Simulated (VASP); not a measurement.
# SiNi in VASP: single point with PBEsol

Aim: the single point of SiNi with PBEsol.

All numbers are computed with VASP 6.6.1; they aren't measurements. Logs are shortened: lines on timing, memory, paths and dates and some standing lists are left out, and cuts for length are marked.

## (1) The cell of the first run

The cell holds a slab with vacuum, 16 atoms: a = 3.358 Å, b = 5.088 Å, c = 25.363 Å, α = 90.00°, β = 90.00°, γ = 90.00°.

## (2) Single point, PBEsol

INCAR reads:

```
PREC = Accurate ; ENCUT = 520
EDIFF = 1E-7 ; ISMEAR = 0
SIGMA = 0.1 ; LREAL = Auto
LASPH = True ; NELM = 60
ALGO = Fast ; ISIF = 2
LWAVE = False ; LCHARG = False
LDIPOL = True ; IDIPOL = 3
DIPOL = 0.5 0.5 0.500 ; GGA = PS
NBANDS = 70
```

KPOINTS reads:

```
Automatic mesh
0
Gamma
  10 7 1
```

POSCAR reads:

```
SiNi
1.0
    3.3577714519      0.0000000000      0.0000000000
    0.0000000000      5.0878282958      0.0000000000
    0.0000000000      0.0000000000     25.3634253977
Ni Si
8 8
Direct
    0.7500000000      0.5429162470      0.3065002609
    0.2500000000      0.4829704135      0.3782183087
    0.2500000000      0.9853837283      0.4051494672
    0.7500000000      0.0031620335      0.4866066666
    0.7500000000      0.5031619776      0.5133932901
    0.2500000000      0.4853837968      0.5948505137
    0.2500000000      0.9829704064      0.6217817292
    0.7500000000      0.0429162103      0.6934997756
    0.2500000000      0.8261789784      0.3186731622
    0.7500000000      0.1704958401      0.3536829288
    0.7500000000      0.6734506911      0.4264348575
    0.2500000000      0.3154421900      0.4643943283
    0.2500000000      0.8154422980      0.5356056490
    0.7500000000      0.1734505101      0.5735651161
    0.7500000000      0.6704957442      0.6463170998
    0.2500000000      0.3261789346      0.6813268464
```

Potentials or basis: VASP PAW PBE potentials, release 64 (Ni, Si).

Run with:

```bash
$ cat potpaw_PBE.64/Ni/POTCAR potpaw_PBE.64/Si/POTCAR > POTCAR
$ mpirun -np 1 vasp_std > vasp.out
```

OUTCAR:

```text
PREC = Accurate
   ENCUT = 520
   EDIFF = 1E-7
   ISMEAR = 0
   LREAL = Auto
   LASPH = True
   NELM = 60
   ISIF = 2
   GGA = PS

 ion  position               nearest neighbor table
   1  0.750  0.543  0.307-   9 2.23   9 2.23  10 2.24   2 2.49   2 2.49  11 3.11
   2  0.250  0.483  0.378-  11 2.29  11 2.29   9 2.31  12 2.35  10 2.39  10 2.39   1 2.49   1 2.49
                             3 2.62   3 2.65
   3  0.250  0.985  0.405-  12 2.25  10 2.33  10 2.33   9 2.34  11 2.37  11 2.37   2 2.62   2 2.65
                             4 2.66   4 2.66
   4  0.750  0.003  0.487-  11 2.27  13 2.30  13 2.30  14 2.37  12 2.38  12 2.38   5 2.63   5 2.63
                             3 2.66   3 2.66
   5  0.750  0.503  0.513-  14 2.27  12 2.30  12 2.30  11 2.37  13 2.38  13 2.38   4 2.63   4 2.63
                             6 2.66   6 2.66
   6  0.250  0.485  0.595-  13 2.25  15 2.33  15 2.33  16 2.34  14 2.37  14 2.37   7 2.62   7 2.65
                             5 2.66   5 2.66
   7  0.250  0.983  0.622-  14 2.29  14 2.29  16 2.31  13 2.35  15 2.39  15 2.39   8 2.49   8 2.49
                             6 2.62   6 2.65
   8  0.750  0.043  0.693-  16 2.23  16 2.23  15 2.24   7 2.49   7 2.49  14 3.11
   9  0.250  0.826  0.319-   1 2.23   1 2.23   2 2.31   3 2.34  10 2.58  10 2.58
  10  0.750  0.170  0.354-   1 2.24   3 2.33   3 2.33   2 2.39   2 2.39   9 2.58   9 2.58  11 3.13

  11  0.750  0.673  0.426-   4 2.27   2 2.29   2 2.29   5 2.37   3 2.37   3 2.37  12 2.66  12 2.66
                             1 3.11  10 3.13
  12  0.250  0.315  0.464-   3 2.25   5 2.30   5 2.30   2 2.35   4 2.38   4 2.38  11 2.66  11 2.66
                            13 3.12  13 3.12
  13  0.250  0.815  0.536-   6 2.25   4 2.30   4 2.30   7 2.35   5 2.38   5 2.38  14 2.66  14 2.66
                            12 3.12  12 3.12
  14  0.750  0.173  0.574-   5 2.27   7 2.29   7 2.29   4 2.37   6 2.37   6 2.37  13 2.66  13 2.66
                             8 3.11  15 3.13
  15  0.750  0.670  0.646-   8 2.24   6 2.33   6 2.33   7 2.39   7 2.39  16 2.58  16 2.58  14 3.13

  16  0.250  0.326  0.681-   8 2.23   8 2.23   7 2.31   6 2.34  15 2.58  15 2.58

  LATTYP: Found a simple orthorhombic cell.
 ALAT       =     3.3577714519
 B/A-ratio  =     1.5152396072
 C/A-ratio  =     7.5536485318

  Lattice vectors:

 A1 = (   3.3577714519,   0.0000000000,   0.0000000000)
 A2 = (   0.0000000000,   5.0878282958,   0.0000000000)
 A3 = (   0.0000000000,   0.0000000000,  25.3634253977)

Analysis of symmetry for initial positions (statically):
=====================================================================
 Subroutine PRICEL returns:
 Original cell was already a primitive cell.

 Routine SETGRP: Setting up the symmetry group for a
[... 165 lines left out ...]
   EFERMI_NEDOS =   21; number of points for ismear=-14 and -15
   IALGO  =     68    algorithm
   IMIX   =      4    mixing-type and parameters
     AMIX     =   0.40;   BMIX     =  1.00
     AMIX_MAG =   1.60;   BMIX_MAG =  1.00
  volume/ion in A,a.u.               =      27.08       182.75
  Fermi-wavevector in a.u.,A,eV,Ry     =   1.042838  1.970679 14.796498  1.087512
  Thomas-Fermi vector in A             =   2.177521
   LORBIT       =      0    0 simple, 1 ext, 2 COOP (PROOUT), +10 PAW based schemes
   GGA     = PS    functional components
   LHFCALC =     F    Hartree Fock is set to
   AEXX    =    0.0000 exact exchange contribution
   IVDW    =     0    specifies the selected vdW correction
   LEPSILON=     F    determine dielectric tensor
   LRPA    =     F    only Hartree local field effects (RPA)
 non-spin polarized calculation
 RMM-DIIS sequential band-by-band and
 Gauss-broadening in eV      SIGMA  =   0.10
  energy-cutoff  :      520.00
  volume of cell :      433.30
 maximum number of plane-waves:     11721
 NGX is ok and might be reduce to    28
   NGX = 13   NGY = 19   NGZ = 95

 number of electron     112.0000034 magnetization

 dipolmoment           0.000000      0.000000      0.000030 electrons x Angstroem

 Free energy of the ion-electron system (eV)
  ---------------------------------------------------
  ext. energy  EPLUGINS =         0.00000000
  ---------------------------------------------------
  free energy    TOTEN  =       -98.86206945 eV

  energy without entropy =      -98.82029268  energy(sigma->0) =      -98.84118106

 E-fermi :   2.1640     XC(G=0):  -6.1936

 val. band max:        2.1589562212   @ k =   0.4000   0.0000   0.0000
 cond. band min:       2.1775271893   @ k =   0.3000   0.2857   0.0000
 fundamental gap:      0.0185709681
 Fermi energy:         2.1640357114

 k-point     1 :       0.0000    0.0000    0.0000
  band No.  band energies     occupation
      1     -10.7390      2.00000
      2     -10.0043      2.00000
      3      -8.8627      2.00000
      4      -7.7272      2.00000
      5      -5.6317      2.00000
      6      -5.4948      2.00000
[... 1693 lines left out ...]
     67       5.6444      0.00000
     68       5.9106      0.00000
 [bands above 68 left out]

------------------------ aborting loop because EDIFF is reached ----------------------------------------

 vacuum level on the upper side and lower side of the slab       (xc-potential included)        -0.049        -0.049

  FORCE on cell =-STRESS in cart. coord.  units (eV):
  Direction    XX          YY          ZZ          XY          YZ          ZX
  --------------------------------------------------------------------------------------
  -------------------------------------------------------------------------------------
  Total       -1.8833916      0.5409042      0.2880161      0.0000000      0.0000000      0.0000000
  in kB       -6.9640156      2.0000436      1.0649664      0.0000000      0.0000000      0.0000000
  external PRESSURE =      -1.2996685 kB  Pullay stress =       0.0000000 kB

 VOLUME and BASIS-vectors are now :
 -----------------------------------------------------------------------------
  energy-cutoff  :      520.00
  volume of cell :      433.30
      direct lattice vectors                 reciprocal lattice vectors
     3.357771452  0.000000000  0.000000000     0.297816577  0.000000000  0.000000000
     0.000000000  5.087828296  0.000000000     0.000000000  0.196547513  0.000000000
     0.000000000  0.000000000 25.363425398     0.000000000  0.000000000  0.039426851

 POSITION                                       TOTAL-FORCE (eV/Angst)
 -----------------------------------------------------------------------------------
      2.51833      2.76226      7.77390         0.000000     -0.014225     -0.032948
      0.83944      2.45727      9.59291        -0.000000     -0.020172     -0.015450
      0.83944      5.01346     10.27598         0.000000     -0.001657      0.007943
      2.51833      0.01609     12.34201        -0.000000      0.012294     -0.004064
      2.51833      2.56000     13.02141        -0.000000      0.012294      0.004064
      0.83944      2.46955     15.08745        -0.000000     -0.001657     -0.007943
[... 8 lines left out ...]
      2.51833      3.41137     16.39282        -0.000000      0.003822     -0.006286
      0.83944      1.65954     17.28078        -0.000000      0.028980     -0.000345
 -----------------------------------------------------------------------------------
    total drift:                                0.000000      0.003918      0.003237

  FREE ENERGIE OF THE ION-ELECTRON SYSTEM (eV)
  ---------------------------------------------------
  free  energy   TOTEN  =       -98.8620694475 eV

  energy  without entropy=      -98.8202926811  energy(sigma->0) =      -98.84118106

 vacuum level on the upper side and lower side of the slab         6.574         6.574
```

Run time: 24 min. Hardware: 1 thread of Oxide Virtual Turin-like, shared host; peak memory 0.73 GiB.

What came out:

```
Free energy            : -98.8621 eV
Largest force          : 0.036 eV/Å
Band gap on the k mesh : zero (bands 56 and 57 overlap by 1.25 eV)
```

Forces in eV/Å, atoms in the order of the input:
```
Ni   0.000 -0.014 -0.033
Ni   0.000 -0.020 -0.015
Ni   0.000 -0.002  0.008
Ni   0.000  0.012 -0.004
Ni   0.000  0.012  0.004
Ni   0.000 -0.002 -0.008
Ni   0.000 -0.020  0.015
Ni   0.000 -0.014  0.033
Si   0.000  0.029  0.000
Si   0.000  0.004  0.006
Si   0.000 -0.010  0.003
Si   0.000  0.001  0.003
Si   0.000  0.001 -0.003
Si   0.000 -0.010 -0.003
Si   0.000  0.004 -0.006
Si   0.000  0.029  0.000
```

Levels at points of the mesh, in eV from the Fermi level:
```
           k point  band 52  band 53  band 54  band 55  band 56  band 57  band 58  band 59  band 60  band 61
(0.00, 0.00, 0.00)    -1.13    -0.81    -0.67    -0.39    -0.03     0.19     0.51     0.93     1.73     1.93
(0.50, 0.00, 0.00)    -1.25    -1.09    -1.02    -0.71    -0.64    -0.25    -0.19    -0.15     0.01     0.28
```

Caveat: the PAW data sets were made with another functional, which shifts forces and pressure a little. Spin polarisation is off, so any magnetic state and its effect on volume and gap are missing.
